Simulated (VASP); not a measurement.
## WC: single point with PBEsol

WC:

```xyz
2
Lattice="0.0000 2.1927 2.1927 2.1927 0.0000 2.1927 2.1927 2.1927 0.0000" Properties=species:S:1:pos:R:3 pbc="T T T"
W     0.0000    0.0000    0.0000
C     2.1927    2.1927    2.1927
```

```
Program             : VASP 6.6.1
Task                : single point
Functional          : PBEsol
Potentials or basis : VASP PAW PBE potentials, release 64 (W_sv, C)
Cutoff              : 520 eV
k mesh              : 8 × 8 × 8
Occupations         : fermi-dirac, width 0.15 eV
Spin                : no spin polarisation
```

| Quantity | Value |
| --- | --- |
| Pressure | -8.5 GPa |
| Band gap on the k mesh | zero (band 9 reaches 13.30 eV, above the bottom of band 10 at 10.19 eV) |

Levels at points of the mesh, in eV from the Fermi level:
```
           k point  band 7  band 8  band 9  band 10  band 11  band 12
(0.00, 0.00, 0.00)   -2.82   -2.82   -1.09    -1.09    -1.09    -1.03
(0.50, 0.00, 0.00)   -6.63   -6.63    0.99     0.99     2.27     4.84
(0.50, 0.50, 0.00)   -5.65   -2.54   -2.54     0.79     2.22     2.22
```

Run time: 4.2 s on 1 thread of Intel Xeon 6975P-C, on a shared host, peak memory 0.14 GiB.

Caveat: the PAW data sets were made with another functional, which shifts forces and pressure a little; spin-orbit coupling is left out, which moves the levels of the heavy elements.
